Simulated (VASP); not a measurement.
Input of a VASP 6.6.1 run:

File INCAR:

```
PREC     = Accurate       # precision mode
ENCUT    = 520            # plane-wave cutoff, eV
EDIFF    = 1E-6           # SCF threshold, eV
ISMEAR   = 1              # smearing method
SIGMA    = 0.01           # smearing width, eV
LREAL    = F              # projectors in reciprocal space
LASPH    = T              # aspherical terms in the spheres
NELM     = 80             # most SCF steps
ALGO     = Normal         # electronic algorithm
ISIF     = 2              # what is computed and relaxed
LWAVE    = F              # write WAVECAR
LCHARG   = F              # write CHGCAR
GGA      = PE             # functional
NBANDS   = 16             # bands
```

KPOINTS

```
Automatic mesh
0
Gamma
  10 10 5
```

POSCAR

```
AlN
1.0
    3.1302202761      0.0000000000      0.0000000000
   -1.5651101380      2.7108502785      0.0000000000
    0.0000000000      0.0000000000      5.0180089302
Al N
2 2
Direct
    0.3333333333      0.6666666667     -0.0007705374
    0.6666666667      0.3333333333      0.4992294626
    0.3333333333      0.6666666667      0.3807705374
    0.6666666667      0.3333333333      0.8807705374
```

Potentials or basis: VASP PAW PBE potentials, release 64 (Al, N).

The run is started by

```sh
$ cat potpaw_PBE.64/Al/POTCAR potpaw_PBE.64/N/POTCAR > POTCAR
$ mpirun -np 1 vasp_std > vasp.out
```

Q: Predict the band gap on the k mesh.

A: 4.04 eV.

Q: What does it give for the pressure?

A: -0.3 GPa.

**Measured values to compare with.**

“Structural and optical properties of self-assembled AlN nanowires grown on SiO2/Si substrates by molecular beam epitaxy”, 2024, arxiv:2402.00216 quotes, for a bulk crystal of AlN at 0 K: band gap 6.0343 eV (an exciton energy, a little under the gap).

Against the measured gap of AlN, 6.0343 eV (an exciton energy, a little under the gap; 0 K; quoted in “Structural and optical properties of self-assembled AlN nanowires grown on SiO2/Si substrates by molecular beam epitaxy”, 2024, arxiv:2402.00216), the calculated 4.04 eV is off by -1.99 eV. 2 values of this kind are on record (6.034 to 6.0343 eV); this one was drawn at random. The value is that of PBE, without temperature or zero-point motion. Semilocal functionals fall short of measured gaps as a rule.
